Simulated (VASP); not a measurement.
A run of VASP 6.6.1:

INCAR

```
PREC     = Accurate       # precision mode
ENCUT    = 500            # plane-wave cutoff, eV
EDIFF    = 1E-6           # SCF threshold, eV
ISMEAR   = -1             # smearing method
SIGMA    = 0.1            # smearing width, eV
LREAL    = False          # projectors in reciprocal space
LASPH    = True           # aspherical terms in the spheres
NELM     = 120            # most SCF steps
ALGO     = Normal         # electronic algorithm
ISIF     = 2              # what is computed and relaxed
LWAVE    = False          # write WAVECAR
LCHARG   = False          # write CHGCAR
GGA      = PE             # functional
NBANDS   = 49             # bands
GGA_COMPAT= False
```

KPOINTS

```
regular mesh
0
Gamma
  4 4 4
```

Contents of POSCAR:

```
Sc3Te
1.0
    6.3617000000      0.0000000000      0.0000000000
   -3.1808500000      5.5093938113      0.0000000000
    0.0000000000      0.0000000000      5.1043630000
Sc Te
6 2
Direct
    0.3342930000      0.1671470000      0.7500000000
    0.8328540000      0.1671470000      0.7500000000
    0.8328540000      0.6657070000      0.7500000000
    0.6657070000      0.8328540000      0.2500000000
    0.1671470000      0.8328540000      0.2500000000
    0.1671470000      0.3342930000      0.2500000000
    0.6666666667      0.3333333333      0.2500000000
    0.3333333333      0.6666666667      0.7500000000
```

Potentials or basis: VASP PAW PBE potentials, release 64 (Sc_sv, Te).

Launch:

```console
$ cat potpaw_PBE.64/Sc_sv/POTCAR potpaw_PBE.64/Te/POTCAR > POTCAR
$ mpirun -np 1 vasp_std > vasp.out
```

Hardware: 1 thread of AMD EPYC 7R43 64-Core Processor (Zen 3), with other jobs on the host.

**Question.** How long does it take, and how much memory?

**Answer.** Run time: 2.3 min on 1 thread of AMD EPYC 7R43 64-Core Processor (Zen 3), with other jobs on the host, peak memory 0.28 GiB. Counts: scf iterations 14, k points 12.
